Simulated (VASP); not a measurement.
# Re (P6_3/mmc) in VASP: a series of runs, part 2 of 2

VASP 6.6.1.

## Step 4: Single point, PBE

This run uses another cell than the first one, of 14.71 Å³/atom, 1.064 times its volume.

INCAR reads:

```
PREC = Accurate
ENCUT = 520
EDIFF = 1E-6
ISMEAR = -1
SIGMA = 0.1
LREAL = False
LASPH = True
NELM = 60
ALGO = Normal
ISIF = 2
LWAVE = False
LCHARG = False
GGA = PE
NBANDS = 14
```

KPOINTS reads:

```
regular mesh
0
Gamma
  11 11 6
```

POSCAR reads:

```
Re
1.0
    2.7608000000      0.0000000000      0.0000000000
   -1.3804000000      2.3909230000      0.0000000000
    0.0000000000      0.0000000000      4.4582000000
Re
2
Direct
    0.3333333333      0.6666666667      0.2500000000
    0.6666666667      0.3333333333      0.7500000000
```

Potentials or basis: VASP PAW PBE potentials, release 64 (Re).

Started as:

```bash
> cat potpaw_PBE.64/Re/POTCAR > POTCAR
> mpirun -np 1 vasp_std > vasp.out
```

OUTCAR:

```text
PREC = Accurate
   ENCUT = 520
   EDIFF = 1E-6
   ISMEAR = -1
   LREAL = False
   LASPH = True
   NELM = 60
   ISIF = 2
   GGA = PE

 ion  position               nearest neighbor table
   1  0.333  0.667  0.250-   2 2.74   2 2.74   2 2.74   2 2.74   2 2.74   2 2.74
   2  0.667  0.333  0.750-   1 2.74   1 2.74   1 2.74   1 2.74   1 2.74   1 2.74

  LATTYP: Found a hexagonal cell.
 ALAT       =     2.7608000000
 C/A-ratio  =     1.6148217908

  Lattice vectors:

 A1 = (   2.7608000000,   0.0000000000,   0.0000000000)
[... 588 lines left out ...]
     10       9.2857      0.00000
     11      11.6487      0.00000
     12      14.7076      0.00000
     13      19.0764      0.00000
     14      23.8260      0.00000

 [... further k-points ...]
[... 5 lines left out ...]
  --------------------------------------------------------------------------------------
  -------------------------------------------------------------------------------------
  Total        1.0564199      1.0564200      1.0716000      0.0000000      0.0000000     -0.0000000
  in kB       57.5157891     57.5157923     58.3422542      0.0000000      0.0000000     -0.0000000
  external PRESSURE =      57.7912785 kB  Pullay stress =       0.0000000 kB

 VOLUME and BASIS-vectors are now :
 -----------------------------------------------------------------------------
  energy-cutoff  :      520.00
  volume of cell :       29.43
      direct lattice vectors                 reciprocal lattice vectors
     2.760800000  0.000000000  0.000000000     0.362213851  0.209124259  0.000000000
    -1.380400000  2.390923000  0.000000000     0.000000000  0.418248517  0.000000000
     0.000000000  0.000000000  4.458200000     0.000000000  0.000000000  0.224305774

 POSITION                                       TOTAL-FORCE (eV/Angst)
 -----------------------------------------------------------------------------------
     -0.00000      1.59395      1.11455         0.000000      0.000000      0.000000
      1.38040      0.79697      3.34365        -0.000000     -0.000000      0.000000
 -----------------------------------------------------------------------------------
    total drift:                               -0.000000      0.000000     -0.000000

  FREE ENERGIE OF THE ION-ELECTRON SYSTEM (eV)
  ---------------------------------------------------
  free  energy   TOTEN  =       -24.8673804242 eV

  energy  without entropy=      -24.8108892648  energy(sigma->0) =      -24.83913484
```

OSZICAR:

```text
N       E                     dE             d eps       ncg     rms          rms(c)
DAV:   1     0.194731769722E+02    0.19473E+02   -0.68256E+03  3568   0.125E+03
DAV:   2    -0.252974964858E+02   -0.44771E+02   -0.39490E+02  2888   0.285E+02
DAV:   3    -0.262583548255E+02   -0.96086E+00   -0.93353E+00  2806   0.399E+01
DAV:   4    -0.262671370823E+02   -0.87823E-02   -0.87750E-02  2696   0.280E+00
DAV:   5    -0.262673117688E+02   -0.17469E-03   -0.17466E-03  2824   0.702E-01    0.427E+01
DAV:   6    -0.252349843512E+02    0.10323E+01   -0.77609E-01  3100   0.248E+01    0.175E+01
DAV:   7    -0.248805812484E+02    0.35440E+00   -0.55023E-01  3136   0.203E+01    0.656E-01
DAV:   8    -0.248682465864E+02    0.12335E-01   -0.80665E-03  3028   0.942E-01    0.192E-01
DAV:   9    -0.248673625222E+02    0.88406E-03   -0.50518E-04  3358   0.274E-01    0.391E-02
DAV:  10    -0.248673791127E+02   -0.16590E-04   -0.41470E-05  2790   0.460E-02    0.140E-02
DAV:  11    -0.248673810548E+02   -0.19421E-05   -0.29292E-07  1754   0.221E-02    0.272E-03
DAV:  12    -0.248673804242E+02    0.63062E-06   -0.22278E-07  1398   0.113E-02
   1 F= -.24867380E+02 E0= -.24839135E+02  d E =-.564912E-01
```

Wall time 16 s (1 thread of AMD EPYC 9R45 (Zen 5), shared host); peak memory 0.13 GiB.

What came out:

```
Free energy            : -24.8674 eV
Pressure               : 5.8 GPa
Band gap on the k mesh : zero (band 7 reaches 9.23 eV, above the bottom of band 8 at 6.17 eV)
```

Stress tensor (GPa, compression positive):
```
5.75 0.00 0.00
0.00 5.75 0.00
0.00 0.00 5.83
```

Levels at points of the mesh, in eV from the Fermi level:
| k point | band 4 | band 5 | band 6 | band 7 | band 8 | band 9 | band 10 | band 11 |
| --- | --- | --- | --- | --- | --- | --- | --- | --- |
| (0.00, 0.00, 0.00) | -1.59 | -1.58 | -0.75 | -0.75 | 0.18 | 0.18 | 0.61 | 3.36 |
| (0.00, 0.00, 0.50) | -2.39 | -1.72 | -1.72 | -1.72 | -1.72 | 2.54 | 2.54 | 2.54 |

Caveat: spin-orbit coupling is left out, which moves the levels of the heavy elements.

## Step 5: Single point, PBE

This run uses another cell than the first one, of 15.16 Å³/atom, 1.096 times its volume.

INCAR reads:

```
SYSTEM = Re
PREC = Accurate ; ENCUT = 520
EDIFF = 1E-6 ; ISMEAR = -1
SIGMA = 0.1 ; LREAL = .False.
LASPH = .True. ; NELM = 100
ALGO = Normal ; ISIF = 2
LWAVE = .False. ; LCHARG = .False.
GGA = PE ; NBANDS = 14
```

KPOINTS reads:

```
regular mesh
0
Gamma
  11 11 6
  0 0 0
```

POSCAR reads:

```
Re
1.0
    2.7881364313      0.0000000000      0.0000000000
   -1.3940682156      2.4145970446      0.0000000000
    0.0000000000      0.0000000000      4.5023434649
Re
2
Direct
    0.3333333333      0.6666666667      0.2500000000
    0.6666666667      0.3333333333      0.7500000000
```

Started as:

```bash
> cat potpaw_PBE.64/Re/POTCAR > POTCAR
> mpirun -np 1 vasp_std > vasp.out
```

Run time: 17 s. Hardware: 1 thread of AMD EPYC 9R45 (Zen 5), shared host; peak memory 0.14 GiB.

The run converged. Its results:

```yaml
Free_energy: -24.8689 eV
Pressure: -5.2 GPa
Band_gap_on_the_k_mesh: zero (band 7 reaches 8.79 eV, above the bottom of band 8 at 5.89 eV)
```

Levels at points of the mesh, in eV from the Fermi level:
```
           k point  band 3  band 4  band 5  band 6  band 7  band 8  band 9  band 10  band 11  band 12
(0.00, 0.00, 0.00)   -1.51   -1.51   -1.51   -0.71   -0.71    0.18    0.18     0.56     3.22     3.22
(0.00, 0.00, 0.50)   -2.30   -2.30   -1.64   -1.64   -1.64   -1.64    2.43     2.43     2.43     2.43
```

Caveat: spin-orbit coupling is left out, which moves the levels of the heavy elements.

## Step 6: Single point, PBE

This run uses another cell than the first one, of 15.60 Å³/atom, 1.128 times its volume.

INCAR reads:

```
  ALGO = Normal
  EDIFF = 1E-6
  ENCUT = 520
  GGA = PE
  ISIF = 2
  ISMEAR = -1
  LASPH = True
  LCHARG = True
  LELF = True
  LREAL = False
  LVHAR = True
  LWAVE = False
  NBANDS = 14
  NELM = 60
  PREC = Accurate
  SIGMA = 0.1
```

KPOINTS reads:

```
k-points
0
Gamma
  11 11 6
```

POSCAR reads:

```
Re
1.0
    2.8149470801      0.0000000000      0.0000000000
   -1.4074735401      2.4378157482      0.0000000000
    0.0000000000      0.0000000000      4.5456378849
Re
2
Direct
    0.3333333333      0.6666666667      0.2500000000
    0.6666666667      0.3333333333      0.7500000000
```

Potentials or basis: VASP PAW PBE potentials, release 64 (Re).

Started as:

```bash
> cat potpaw_PBE.64/Re/POTCAR > POTCAR
> mpirun -np 1 vasp_std > vasp.out
```

Run time: 21 s. Hardware: 1 thread of AMD EPYC 9R45 (Zen 5), shared host; peak memory 0.14 GiB.

The run converged. Its results:

```yaml
Free_energy: -24.8145 eV
Pressure: -14.5 GPa
Band_gap_on_the_k_mesh: zero (band 7 reaches 8.38 eV, above the bottom of band 8 at 5.62 eV)
```

Stress tensor (GPa, compression positive):
```
-14.50   0.00   0.00
  0.00 -14.50   0.00
  0.00   0.00 -14.63
```

Levels at points of the mesh, in eV from the Fermi level:
```
           k point  band 5  band 6  band 7  band 8  band 9  band 10
(0.00, 0.00, 0.00)   -1.44   -0.68   -0.68    0.18    0.18     0.51
(0.00, 0.00, 0.50)   -1.56   -1.56   -1.56   -1.56    2.33     2.33
```

Caveat: spin-orbit coupling is left out, which moves the levels of the heavy elements.

## Step 7: The runs side by side

```csv
cell,gap on the mesh (eV),pressure (GPa)
"a = 2.704, b = 2.704, c = 4.367 Å, angles 90.0, 90.0, 120.0°, 2 atoms",none,33.9
"a = 2.733, b = 2.733, c = 4.413 Å, angles 90.0, 90.0, 120.0°, 2 atoms",none,18.7
"a = 2.761, b = 2.761, c = 4.458 Å, angles 90.0, 90.0, 120.0°, 2 atoms",none,5.8
"a = 2.788, b = 2.788, c = 4.502 Å, angles 90.0, 90.0, 120.0°, 2 atoms",none,-5.2
"a = 2.815, b = 2.815, c = 4.546 Å, angles 90.0, 90.0, 120.0°, 2 atoms",none,-14.5
```

Alike in all rows: task single point; level PBE; potentials or basis VASP PAW PBE potentials, release 64 (Re); no spin polarisation; k mesh 11 × 11 × 6; cutoff (eV) 520; smearing fermi-dirac 0.1 eV.

Caveats: spin-orbit coupling is left out, which moves the levels of the heavy elements.

Total energies depend on the potentials used, so only differences within one code and one set of settings carry meaning.
